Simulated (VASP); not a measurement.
# WS2 (Cm) in VASP: further runs

The runs below take WS2 through single point, with PBEsol+D3(BJ).

Program: VASP 6.6.1. These are calculated values, not measurements. Logs are shortened: lines on timing, memory, paths and dates and some standing lists are left out, and cuts for length are marked.

**1. The cell of the first run**

It takes space group Cm (No. 8, monoclinic). The conventional cell has a = 5.470 Å, b = 3.158 Å, c = 6.427 Å, α = 90.00°, β = 106.48°, γ = 90.00°. Within 3.1 Å of W (site symmetry m) lie 6 S at 2.34 to 2.53 Å. S (site symmetry m) has 3 W at 2.34 to 2.51 Å within 3.1 Å. S (site symmetry m) has 3 W at 2.36 to 2.53 Å within 3.1 Å.

**2. Single point, PBEsol+D3(BJ) (atom 1 (W) moved by (+0.150, +0.000) A along y and z)**

INCAR

```
SYSTEM = WS2
PREC = Accurate
ENCUT = 520
EDIFF = 1E-7
ISMEAR = 0
SIGMA = 0.05
LREAL = .False.
LASPH = .True.
NELM = 80
ALGO = Normal
ISIF = 2
LWAVE = .False.
LCHARG = .False.
GGA = PS
IVDW = 12
NBANDS = 20
```

KPOINTS

```
Automatic mesh
0
Gamma
  12 12 12
  0 0 0
```

POSCAR

```
WS2
1.0
    1.5790003843      0.9116362969      6.1633300000
   -1.5790003843      0.9116362969      6.1633300000
    0.0000000000     -1.8232725938      6.1633300000
W S
1 2
Direct
    0.0274232170      0.0274232170     -0.0548464340
    0.7503000000      0.7503000000      0.7503000000
    0.5810000000      0.5810000000      0.5810000000
```

Potentials or basis: VASP PAW PBE potentials, release 64 (W_sv, S).

Launch:

```
$ cat potpaw_PBE.64/W_sv/POTCAR potpaw_PBE.64/S/POTCAR > POTCAR
$ mpirun -np 1 vasp_std > vasp.out
```

OUTCAR:

```text
SYSTEM = WS2
   PREC = Accurate
   ENCUT = 520
   EDIFF = 1E-7
   ISMEAR = 0
   LREAL = .False.
   LASPH = .True.
   NELM = 80
   ISIF = 2
   GGA = PS
   IVDW = 12
 IVDW          = 12

 ion  position               nearest neighbor table
   1  0.027  0.027  0.945-   2 2.34   2 2.34   3 2.36   3 2.36   2 2.51   3 2.53
   2  0.750  0.750  0.750-   1 2.34   1 2.34   1 2.51
   3  0.581  0.581  0.581-   1 2.36   1 2.36   1 2.53

  LATTYP: Found a trigonal (rhomboedric) cell.
 ALAT       =     6.4273602389
 COS(alpha) =     0.8792939096

  Lattice vectors:

 A1 = (   1.5790003843,   0.9116362969,   6.1633300000)
 A2 = (  -1.5790003843,   0.9116362969,   6.1633300000)
 A3 = (   0.0000000000,  -1.8232725938,   6.1633300000)

Analysis of symmetry for initial positions (statically):
=====================================================================
 Subroutine PRICEL returns:
 Original cell was already a primitive cell.

 Routine SETGRP: Setting up the symmetry group for a
 trigonal (rhombohedral) supercell.

 Subroutine GETGRP returns: Found  2 space group operations
 (whereof  2 operations were pure point group operations)
 out of a pool of 12 trial point group operations.

The static configuration has the point symmetry C_1h.

Analysis of symmetry for dynamics (positions and initial velocities):
=====================================================================
 Subroutine PRICEL returns:
 Original cell was already a primitive cell.

 Routine SETGRP: Setting up the symmetry group for a
 trigonal (rhombohedral) supercell.

 Subroutine GETGRP returns: Found  2 space group operations
 (whereof  2 operations were pure point group operations)
 out of a pool of 12 trial point group operations.

The dynamic configuration has the point symmetry C_1h.

 Subroutine INISYM returns: Found  2 space group operations
 (whereof  2 operations are pure point group operations),
 and found     1 'primitive' translations

----------------------------------------------------------------------------------------

                                     Primitive cell

  volume of cell :      53.2317

  direct lattice vectors                    reciprocal lattice vectors
     1.579000384  0.911636297  6.163330000     0.316656034  0.182821447  0.054083318
    -1.579000384  0.911636297  6.163330000    -0.316656034  0.182821447  0.054083318
     0.000000000 -1.823272594  6.163330000     0.000000000 -0.365642893  0.054083318

  length of vectors
     6.427360239  6.427360239  6.427360239     0.369621064  0.369621064  0.369621064

  position of ions in fractional coordinates (direct lattice)
     0.027423217  0.027423217  0.945153566
     0.750300000  0.750300000  0.750300000
     0.581000000  0.581000000  0.581000000

  ion indices of the primitive-cell ions
   primitive index   ion index
                 1           1
                 2           2
                 3           3

----------------------------------------------------------------------------------------

 KPOINTS: Automatic mesh

Automatic generation of k-mesh.
 Grid dimensions read from file:
 generate k-points for:   12   12   12

 Generating k-lattice:

  Cartesian coordinates                     Fractional coordinates (reciprocal lattice)
     0.026388003  0.015235121  0.004506943     0.083333333  0.000000000  0.000000000
    -0.026388003  0.015235121  0.004506943     0.000000000  0.083333333  0.000000000
     0.000000000 -0.030470241  0.004506943     0.000000000  0.000000000  0.083333333

  Length of vectors
     0.030801755  0.030801755  0.030801755

  Shift w.r.t. Gamma in fractional coordinates (k-lattice)
     0.000000000  0.000000000  0.000000000

 Subroutine IBZKPT returns following result:
 ===========================================

 Found    476 irreducible k-points:

 Following reciprocal coordinates:
            Coordinates               Weight
  0.000000  0.000000  0.000000      1.000000
  0.083333  0.000000  0.000000      4.000000
  0.000000  0.000000  0.083333      2.000000
  0.166667  0.000000  0.000000      4.000000
 -0.000000 -0.000000  0.166667      2.000000
  0.250000  0.000000  0.000000      4.000000
[... 16 lines left out ...]
 -0.333333 -0.000000 -0.083333      4.000000
  0.083333  0.000000  0.333333      4.000000
 [... further k-points ...]
   k-points           NKPTS =    476   k-points in BZ     NKDIM =    476   number of bands    NBANDS=     20
   number of dos      NEDOS =    301   number of ions     NIONS =      3
   total plane-waves  NPLWV = 110592
   dimension x,y,z NGX =    48 NGY =   48 NGZ =   48
   dimension x,y,z NGXF=    96 NGYF=   96 NGZF=   96
   ions per type =               1   2
   NGX,Y,Z   is equivalent  to a cutoff of  12.42, 12.42, 12.42 a.u.
   NGXF,Y,Z  is equivalent  to a cutoff of  24.83, 24.83, 24.83 a.u.
 SYSTEM =  WS2
   PREC   = accura    normal or accurate (medium, high low for compatibility)
   ISTART =      0    job   : 0-new  1-cont  2-samecut
   ICHARG =      2    charge: 1-file 2-atom 10-const
   ISPIN  =      1    spin polarized calculation?
   LNONCOLLINEAR =      F non collinear calculations
   LSORBIT =      F    spin-orbit coupling
   LASPH  =      T    aspherical Exc in radial PAW
   ENCUT  =  520.0 eV  38.22 Ry    6.18 a.u.  11.95 11.95 11.95*2*pi/ulx,y,z
   NELM   =     80;   NELMIN=  2; NELMDL= -5     # of ELM steps
   EDIFF  = 0.1E-06   stopping-criterion for ELM
   LREAL  =      F    real-space projection
   EDIFFG = 0.1E-05   stopping-criterion for IOM
   NSW    =      0    number of steps for IOM
   IBRION =     -1    ionic relax: 0-MD 1-quasi-New 2-CG
   NFREE  =      0    steps in history (QN), initial steepest desc. (CG)
   ISIF   =      2    stress and relaxation
   ISYM   =      2    0-nonsym 1-usesym 2-fastsym
   POTIM  = 0.5000    time-step for ionic-motion
   TEBEG  =    0.0;   TEEND  =   0.0 temperature during run
   PSTRESS=    0.0 pullay stress
   NELECT =      26.0000    total number of electrons
   NUPDOWN=      -1.0000    fix difference up-down
   EMIN   =  10.00;   EMAX   =-10.00  energy-range for DOS
   EFERMI =   0.00;   METHOD = LEGACY
   ISMEAR =     0;   SIGMA  =   0.05  broadening in eV -4-tet -1-fermi 0-gaus
   EFERMI_NEDOS =   21; number of points for ismear=-14 and -15
   IALGO  =     38    algorithm
   IMIX   =      4    mixing-type and parameters
     AMIX     =   0.40;   BMIX     =  1.00
     AMIX_MAG =   1.60;   BMIX_MAG =  1.00
  volume/ion in A,a.u.               =      17.74       119.74
  Fermi-wavevector in a.u.,A,eV,Ry     =   1.289266  2.436359 22.615688  1.662206
  Thomas-Fermi vector in A             =   2.421169
   LORBIT       =      0    0 simple, 1 ext, 2 COOP (PROOUT), +10 PAW based schemes
   GGA     = PS    functional components
   LHFCALC =     F    Hartree Fock is set to
   AEXX    =    0.0000 exact exchange contribution
   IVDW    =    12    specifies the selected vdW correction
   LEPSILON=     F    determine dielectric tensor
   LRPA    =     F    only Hartree local field effects (RPA)
 non-spin polarized calculation
 Gauss-broadening in eV      SIGMA  =   0.05
  energy-cutoff  :      520.00
  volume of cell :       53.23
 maximum number of plane-waves:      1450
   NGX = 23   NGY = 23   NGZ = 23

 number of electron      26.0000001 magnetization

 Free energy of the ion-electron system (eV)
  ---------------------------------------------------
  ext. energy  EPLUGINS =         0.00000000
  ---------------------------------------------------
  free energy    TOTEN  =       -25.02798566 eV

  energy without entropy =      -25.02798566  energy(sigma->0) =      -25.02798566

 E-fermi :   7.6923     XC(G=0): -11.1139

 val. band max:        7.3687116509   @ k =   0.5000   0.5000   0.5000
 cond. band min:       8.2693222981   @ k =   0.1667   0.0000  -0.1667
 fundamental gap:      0.9006106472
 Fermi energy:         7.6923494995

 k-point     1 :       0.0000    0.0000    0.0000
  band No.  band energies     occupation
      1     -67.1863      2.00000
      2     -31.4744      2.00000
      3     -31.2972      2.00000
      4     -31.2559      2.00000
      5      -8.2635      2.00000
      6      -6.2427      2.00000
[... 12 lines left out ...]
     19      15.1281      0.00000
     20      15.7264      0.00000

 k-point     2 :       0.0833    0.0000    0.0000
  band No.  band energies     occupation
      1     -67.1850      2.00000
      2     -31.4697      2.00000
      3     -31.3196      2.00000
      4     -31.2649      2.00000
      5      -8.1395      2.00000
      6      -6.2136      2.00000
[... 12 lines left out ...]
     19      15.6468      0.00000
     20      15.9224      0.00000

 k-point     3 :       0.0000    0.0000    0.0833
  band No.  band energies     occupation
      1     -67.1850      2.00000
      2     -31.4701      2.00000
      3     -31.3029      2.00000
      4     -31.2803      2.00000
      5      -8.1490      2.00000
      6      -6.1992      2.00000
[... 12 lines left out ...]
     19      15.4873      0.00000
     20      15.6778      0.00000

 k-point     4 :       0.1667    0.0000    0.0000
  band No.  band energies     occupation
      1     -67.1815      2.00000
      2     -31.4570      2.00000
      3     -31.3855      2.00000
      4     -31.2840      2.00000
      5      -7.7846      2.00000
      6      -6.1309      2.00000
[... 12 lines left out ...]
     19      15.9418      0.00000
     20      16.5187      0.00000

 k-point     5 :      -0.0000   -0.0000    0.1667
  band No.  band energies     occupation
      1     -67.1816      2.00000
      2     -31.4584      2.00000
      3     -31.3464      2.00000
      4     -31.3185      2.00000
      5      -7.8229      2.00000
      6      -6.0740      2.00000
[... 12 lines left out ...]
     19      15.5124      0.00000
     20      16.1576      0.00000
[... 353 lines left out ...]
      6      -5.9931      2.00000
[... 12 lines left out ...]
     19      15.8363      0.00000
     20      16.2675      0.00000

 k-point    22 :       0.3333    0.0833   -0.0000
  band No.  band energies     occupation
      1     -67.1738      2.00000
      2     -31.5174      2.00000
      3     -31.4293      2.00000
      4     -31.3365      2.00000
      5      -6.8888      2.00000
      6      -5.9006      2.00000
[... 12 lines left out ...]
     19      15.4819      0.00000
     20      15.6506      0.00000

 k-point    23 :      -0.3333   -0.0000   -0.0833
  band No.  band energies     occupation
      1     -67.1737      2.00000
      2     -31.5350      2.00000
      3     -31.4279      2.00000
      4     -31.3233      2.00000
      5      -6.8472      2.00000
      6      -5.9663      2.00000
[... 12 lines left out ...]
     19      15.3869      0.00000
     20      15.5654      0.00000

 k-point    24 :       0.0833    0.0000    0.3333
  band No.  band energies     occupation
      1     -67.1740      2.00000
      2     -31.4856      2.00000
      3     -31.4317      2.00000
      4     -31.3604      2.00000
      5      -6.9746      2.00000
      6      -5.7876      2.00000
[... 12 lines left out ...]
     19      15.3933      0.00000
     20      15.6571      0.00000

 [... further k-points ...]

------------------------ aborting loop because EDIFF is reached ----------------------------------------

 Edisp (eV)   -1.15348

 E8    (eV) :    -0.7475

  FORCE on cell =-STRESS in cart. coord.  units (eV):
  Direction    XX          YY          ZZ          XY          YZ          ZX
  --------------------------------------------------------------------------------------
  -------------------------------------------------------------------------------------
  Total       0.01473    -2.27182    -0.33055     0.00000     0.11603     0.00000
  in kB       0.44326   -68.37757    -9.94902     0.00000     3.49217     0.00000
  external pressure =      -25.96 kB  Pullay stress =        0.00 kB

 VOLUME and BASIS-vectors are now :
 -----------------------------------------------------------------------------
  energy-cutoff  :      520.00
  volume of cell :       53.23
      direct lattice vectors                 reciprocal lattice vectors
     1.579000384  0.911636297  6.163330000     0.316656034  0.182821447  0.054083318
    -1.579000384  0.911636297  6.163330000    -0.316656034  0.182821447  0.054083318
     0.000000000 -1.823272594  6.163330000     0.000000000 -0.365642893  0.054083318

 POSITION                                       TOTAL-FORCE (eV/Angst)
 -----------------------------------------------------------------------------------
      0.00000     -1.67327      6.16333         0.000000     -3.069042     -0.615213
      0.00000      0.00000     13.87304         0.000000      1.589831      0.549655
      0.00000      0.00000     10.74268         0.000000      1.479211      0.065559
 -----------------------------------------------------------------------------------
    total drift:                                0.000000     -0.000010     -0.000006

  FREE ENERGIE OF THE ION-ELECTRON SYSTEM (eV)
  ---------------------------------------------------
  free  energy   TOTEN  =       -26.1814663234 eV

  energy  without entropy=      -26.1814663234  energy(sigma->0) =      -26.18146632
```

Run time: 10 min. Hardware: 1 thread of Intel Xeon 6975P-C (Granite Rapids), shared host; peak memory 0.66 GiB.

What came out:

| Property | Result |
| --- | --- |
| Free energy | -26.1815 eV |
| Pressure | -2.6 GPa |
| Largest force | 3.130 eV/Å |
| Band gap on the k mesh | 0.90 eV, indirect (least direct gap 1.51 eV) |
| Dispersion energy per atom | -0.384 eV |

Forces in eV/Å, atoms in the order of the input:
```
W    0.000 -3.069 -0.615
S    0.000  1.590  0.550
S    0.000  1.479  0.066
```

Caveat: the cell differs from its parent crystal (atom 1 (W) moved by (+0.150, +0.000) A along y and z); the PAW data sets were made with another functional, which shifts forces and pressure a little; spin-orbit coupling is left out, which moves the levels of the heavy elements.

**3. Single point, PBEsol+D3(BJ) (atom 1 (W) moved by (+0.300, -0.150) A along y and z)**

INCAR

```
SYSTEM = WS2
PREC = Accurate
ENCUT = 520
EDIFF = 1E-6
ISMEAR = 0
SIGMA = 0.05
LREAL = .FALSE.
LASPH = .TRUE.
NELM = 60
ALGO = Normal
ISIF = 2
LWAVE = .FALSE.
LCHARG = .FALSE.
GGA = PS
IVDW = 12
NBANDS = 20
```

KPOINTS

```
regular mesh
0
G
  12 12 12
  0 0 0
```

POSCAR: that of step 2 with these lines changed.

```diff
@@ -8,3 +8,3 @@
 Direct
-    0.0274232170      0.0274232170     -0.0548464340
+    0.0467339364      0.0467339364     -0.1178053656
     0.7503000000      0.7503000000      0.7503000000
```

Potentials or basis: VASP PAW PBE potentials, release 64 (W_sv, S).

Launch:

```
$ cat potpaw_PBE.64/W_sv/POTCAR potpaw_PBE.64/S/POTCAR > POTCAR
$ mpirun -np 1 vasp_std > vasp.out
```

It took 9.4 min on 1 thread of Intel Xeon 6975P-C (Granite Rapids), shared host; peak memory 0.67 GiB.

Results (log left out):

```yaml
Free_energy: -25.2340 eV
Pressure: 3.1 GPa
Largest_force: 7.195 eV/Å
Band_gap_on_the_k_mesh: 0.54 eV, indirect (least direct gap 0.69 eV)
Dispersion_energy_per_atom: -0.384 eV
```

Forces in eV/Å, atoms in the order of the input:
```
W    0.000 -5.595  4.525
S    0.000  2.123 -0.986
S    0.000  3.472 -3.539
```

Stress tensor (GPa, compression positive):
```
 9.65  0.00  0.00
 0.00 -7.03 -3.98
 0.00 -3.98  6.72
```

Levels at points of the mesh, in eV from the valence-band top:
```csv
k point,band 10,band 11,band 12,band 13,band 14,band 15,band 16,band 17
"(0.00, 0.00, 0.00)",-2.75,-2.17,-0.86,-0.47,0.67,1.52,2.03,3.90
"(0.50, 0.00, 0.00)",-3.85,-3.09,-2.50,-0.68,1.90,2.03,2.67,4.15
"(0.00, 0.00, 0.50)",-4.99,-2.19,-1.80,-0.98,1.93,2.34,3.21,4.18
"(0.50, 0.50, 0.00)",-4.93,-2.66,-1.99,-1.03,2.09,2.28,2.79,4.63
"(0.50, 0.00, 0.50)",-4.04,-3.16,-2.59,-0.80,1.89,2.15,2.82,4.64
"(0.50, 0.50, 0.50)",-3.84,-2.74,-0.53,0.00,0.69,1.39,1.94,4.07
```

Caveat: the cell differs from its parent crystal (atom 1 (W) moved by (+0.300, -0.150) A along y and z); the PAW data sets were made with another functional, which shifts forces and pressure a little; spin-orbit coupling is left out, which moves the levels of the heavy elements.

**4. Single point, PBEsol+D3(BJ) (atom 1 (W) moved by (-0.300, +0.150) A along y and z)**

INCAR

```
PREC = Accurate
ENCUT = 520
EDIFF = 1E-6
ISMEAR = 0
SIGMA = 0.05
LREAL = F
LASPH = T
NELM = 60
ALGO = Normal
ISIF = 2
LWAVE = F
LCHARG = F
GGA = PS
IVDW = 12
NBANDS = 20
```

KPOINTS

```
regular mesh
0
Gamma
  12 12 12
```

POSCAR: that of step 3 with these lines changed.

```diff
@@ -8,3 +8,3 @@
 Direct
-    0.0467339364      0.0467339364     -0.1178053656
+   -0.0467339364     -0.0467339364      0.1178053656
     0.7503000000      0.7503000000      0.7503000000
```

Launch:

```
$ cat potpaw_PBE.64/W_sv/POTCAR potpaw_PBE.64/S/POTCAR > POTCAR
$ mpirun -np 1 vasp_std > vasp.out
```

Run time: 9.9 min. Hardware: 1 thread of Intel Xeon Platinum 8559C (Emerald Rapids), shared host; peak memory 0.67 GiB.

The run converged. Its results:

| Item | Value |
| --- | --- |
| Free energy | -24.8965 eV |
| Pressure | 6.4 GPa |
| Largest force | 9.562 eV/Å |
| Band gap on the k mesh | 0.66 eV, indirect (least direct gap 0.76 eV) |
| Dispersion energy per atom | -0.384 eV |

Forces on the atoms (eV/Å):
```
W    0.000  7.189 -6.305
S    0.000 -5.286  5.011
S    0.000 -1.903  1.294
```

Stress tensor (GPa, compression positive):
```
 -5.14   0.00   0.00
  0.00  13.63 -12.21
  0.00 -12.21  10.56
```

Levels at points of the mesh, in eV from the valence-band top:
```csv
k point,band 11,band 12,band 13,band 14,band 15,band 16
"(0.00, 0.00, 0.00)",-1.93,-0.58,-0.38,0.66,1.50,3.30
"(0.50, 0.00, 0.00)",-2.62,-1.93,-0.23,1.95,2.21,2.88
"(0.00, 0.00, 0.50)",-3.07,-2.20,-1.37,2.06,2.71,3.84
"(0.50, 0.50, 0.00)",-3.66,-1.99,-1.56,2.06,2.64,4.02
"(0.50, 0.00, 0.50)",-2.97,-1.99,-0.25,1.74,2.23,3.12
"(0.50, 0.50, 0.50)",-2.30,-0.56,0.00,0.76,1.61,3.12
```

Caveat: the cell differs from its parent crystal (atom 1 (W) moved by (-0.300, +0.150) A along y and z); the PAW data sets were made with another functional, which shifts forces and pressure a little; spin-orbit coupling is left out, which moves the levels of the heavy elements. A k mesh can miss the band edges.

[end of part 1 of 2]
